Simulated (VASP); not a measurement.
## Si: relaxation of the atoms with r2SCAN

Si:

```xyz
8
Lattice="5.4442 0.0000 0.0000 0.0000 5.4442 0.0000 0.0000 0.0000 5.4442" Properties=species:S:1:pos:R:3 pbc="T T T"
Si    0.0000    0.0000    0.0000
Si    0.0000    2.7221    2.7221
Si    2.7221    0.0000    2.7221
Si    2.7221    2.7221    0.0000
Si    1.3611    1.3611    1.3611
Si    1.3611    4.0832    4.0832
Si    4.0832    1.3611    4.0832
Si    4.0832    4.0832    1.3611
```

```yaml
Program: VASP 6.6.1
Task: relaxation of the atoms
Functional: r2SCAN
Potentials_or_basis: VASP PAW PBE potentials, release 64 (Si)
Cutoff: 520 eV
k_mesh: 6 × 6 × 6
Occupations: gaussian, width 0.01 eV
Spin: no spin polarisation
Dipole_correction: no
Further_INCAR_settings: ALGO = Normal; EDIFF = 1e-07; IBRION = 2; EDIFFG = -0.003; NSW = 80
```

```
Pressure after relaxing : -0.2 GPa
Band gap on the k mesh  : 0.79 eV
```

Final structure:
```
Si
1.0
     5.44422    0.00000    0.00000
     0.00000    5.44422    0.00000
     0.00000    0.00000    5.44422
Si
8
Direct
  0.00000 0.00000 0.00000
  0.00000 0.50000 0.50000
  0.50000 0.00000 0.50000
  0.50000 0.50000 0.00000
  0.25000 0.25000 0.25000
  0.25000 0.75000 0.75000
  0.75000 0.25000 0.75000
  0.75000 0.75000 0.25000
```

Levels at points of the mesh, in eV from the valence-band top:
```csv
k point,band 12,band 13,band 14,band 15,band 16,band 17,band 18,band 19,band 20,band 21
"(0.00, 0.00, 0.00)",-2.99,-2.99,0.00,0.00,0.00,0.94,0.94,0.94,0.94,0.94
"(0.50, 0.00, 0.00)",-3.62,-1.98,-1.98,-1.98,-1.98,1.34,1.34,3.46,3.46,4.60
"(0.50, 0.50, 0.00)",-3.88,-1.40,-1.40,-1.40,-1.40,2.73,2.73,2.73,2.73,5.11
"(0.50, 0.50, 0.50)",-1.27,-1.27,-1.27,-1.27,-1.27,1.86,1.86,1.86,1.86,3.59
```

It took 3.5 min on 1 thread of Oxide Virtual Turin-like Processor (shared host), peak memory 0.23 GiB.

Caveat: the relaxation stopped at its first step, so nothing moved; the PAW data sets were made with another functional, which shifts forces and pressure a little. A k mesh can miss the band edges.
